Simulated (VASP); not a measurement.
Crystal: SrO.

```xyz
2
Lattice="0.0000 2.5316 2.5316 2.5316 0.0000 2.5316 2.5316 2.5316 0.0000" Properties=species:S:1:pos:R:3 pbc="T T T"
Sr    2.5316    2.5316    2.5316
O     0.0000    0.0000    0.0000
```

This cell differs from its parent crystal: volume scaled by 0.96.

Base run:

| Quantity | Value |
| --- | --- |
| Program | VASP 6.6.1 |
| Functional | PBEsol |
| Potentials or basis | VASP PAW PBE potentials, release 64 (Sr_sv, O) |
| Cutoff | 520 eV |
| k mesh | 9 × 9 × 9 |
| Occupations | fermi-dirac, width 0.05 eV |
| Spin | no spin polarisation |

Its results: band gap on the k mesh 3.18 eV, indirect (least direct gap 3.24 eV); pressure 4.3 GPa.

Task: The run is repeated on the same cell with these changes: functional from PBEsol to PBE. What comes out?

Result: Band gap on the k mesh 3.29 eV, indirect (least direct gap 3.36 eV); pressure 8.5 GPa.

PBE binds less tightly than PBEsol, so the same cell stands under more pressure.

Caveats: the PAW data sets were made with another functional, which shifts forces and pressure a little (some runs).

A k mesh can miss the band edges.
